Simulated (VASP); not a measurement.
Set up this calculation in VASP 6.6.1, as the native input.

* Task: electric field gradients
* Functional: PBE
* Potentials or basis: VASP PAW PBE potentials, release 64 (Si)
* Cutoff: 520 eV
* k mesh: 16 × 16 × 16
* Occupations: fermi-dirac, width 0.05 eV
* Spin: no spin polarisation
* Dipole correction: no
* Further INCAR settings: ALGO = Normal; EDIFF = 1e-08; NBANDS = 11

The structure of Si lies in POSCAR:

```
Si
1.0
   -2.2510000000      2.3685000000      1.2622500000
    2.2510000000     -2.3685000000      1.2622500000
    2.2510000000      2.3685000000     -1.2622500000
Si
2
Direct
    0.8070000000      0.5570000000      0.2500000000
    0.1930000000      0.4430000000      0.7500000000
```

This cell differs from its parent crystal: zz strain of -1 %.

These files were run (other wordings do the same):

INCAR

```
  PREC = Accurate
  ENCUT = 520
  EDIFF = 1E-8
  ISMEAR = -1
  SIGMA = 0.05
  LREAL = F
  LASPH = T
  NELM = 80
  ALGO = Normal
  ISIF = 2
  LWAVE = F
  LCHARG = F
  GGA = PE
  LEFG = T
  NBANDS = 11
```

KPOINTS

```
regular mesh
0
Gamma
  16 16 16
```

Potentials or basis: VASP PAW PBE potentials, release 64 (Si).

Command:

```console
$ cat potpaw_PBE.64/Si/POTCAR > POTCAR
$ mpirun -np 1 vasp_std > vasp.out
```

It gave:

| Property | Result |
| --- | --- |
| Pressure | 17.4 GPa |
| Largest force | 0.012 eV/Å |
| Band gap on the k mesh | zero (bands 4 and 5 overlap by 7.40 eV) |
| Largest electric field gradient by atom | Si -25.2 V/Å² |

Caveat: the cell differs from its parent crystal (zz strain of -1 %); the cell stands under pressure; without QUAD_EFG the Cq values of the log hold for a quadrupole moment of 1 mb, not for the nuclei.

It took 4.1 min on 1 thread of AMD EPYC 7R13, with other jobs on the host, peak memory 0.24 GiB.
